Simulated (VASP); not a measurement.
A run of VASP 6.6.1 is set up as follows.

The input INCAR:

```
SYSTEM = Ta
PREC = Accurate
ENCUT = 520
EDIFF = 1E-8
ISMEAR = -1
SIGMA = 0.08
LREAL = .False.
LASPH = .True.
NELM = 100
ALGO = Normal
ISIF = 2
LWAVE = .False.
LCHARG = .False.
GGA = CA
LEFG = .True.
NBANDS = 12
```

File KPOINTS:

```
Automatic mesh
0
Gamma
  17 17 17
  0 0 0
```

Contents of POSCAR:

```
Ta
1.0
   -1.6512800000      1.6512800000      1.6512800000
    1.6512800000     -1.6512800000      1.6512800000
    1.6512800000      1.6512800000     -1.6512800000
Ta
1
Direct
    0.0000000000      0.0000000000      0.0000000000
```

Potentials or basis: VASP PAW LDA potentials, release 64 (Ta_pv).

Run with:

```bash
$ cat potpaw_LDA.64/Ta_pv/POTCAR > POTCAR
$ mpirun -np 1 vasp_std > vasp.out
```

Question: Predict the band gap on the k mesh.

Answer: Zero (an odd number of electrons rules out a gap without spin polarisation).

Question: Predict the pressure.

Answer: -8.2 GPa.

Caveat: the cell stands under tension; spin-orbit coupling is left out, which moves the levels of the heavy elements.
